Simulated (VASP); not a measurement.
## Pb: single point with PBEsol

The system is Pb.

```
CELL_PARAMETERS angstrom
-1.97966 1.97966 2.01925
1.97966 -1.97966 2.01925
1.97966 1.97966 -2.01925
ATOMIC_POSITIONS crystal
Pb 0.00000 0.00000 0.00000
```

```
Program                : VASP 6.6.1
Task                   : single point
Functional             : PBEsol
Potentials or basis    : VASP PAW PBE potentials, release 64 (Pb_d)
Cutoff                 : 520 eV
k mesh                 : 8 × 8 × 8
Occupations            : fermi-dirac, width 0.05 eV
Spin                   : no spin polarisation
Dipole correction      : no
Further INCAR settings : ALGO = Normal; EDIFF = 1e-06; NBANDS = 13
```

```yaml
Pressure: -2.3 GPa
Band_gap_on_the_k_mesh: zero (band 7 reaches 13.83 eV, above the bottom of band 8 at 4.85 eV)
```

Stress tensor (GPa, compression positive):
```
-2.44  0.00  0.00
 0.00 -2.44  0.00
 0.00  0.00 -2.01
```

Levels at points of the mesh, in eV from the Fermi level:
```
           k point  band 4  band 5  band 6  band 7  band 8  band 9  band 10  band 11
(0.00, 0.00, 0.00)  -16.85  -16.84  -11.53    7.15    7.25    7.25    10.84    11.08
(0.50, 0.00, 0.00)  -16.85  -16.71   -7.95   -3.93    3.35    5.06     7.36     8.81
(0.50, 0.50, 0.00)  -16.85  -16.71   -7.86   -3.88    3.13    4.76     7.09     8.52
(0.50, 0.50, 0.50)  -16.74  -16.74   -5.40   -0.60   -0.27   -0.27     4.39     4.57
```

Wall time 33 s on 1 thread of Intel Xeon 8259CL, with other jobs on the host, peak memory 0.17 GiB.

Caveat: the PAW data sets were made with another functional, which shifts forces and pressure a little; spin-orbit coupling is left out, which moves the levels of the heavy elements.
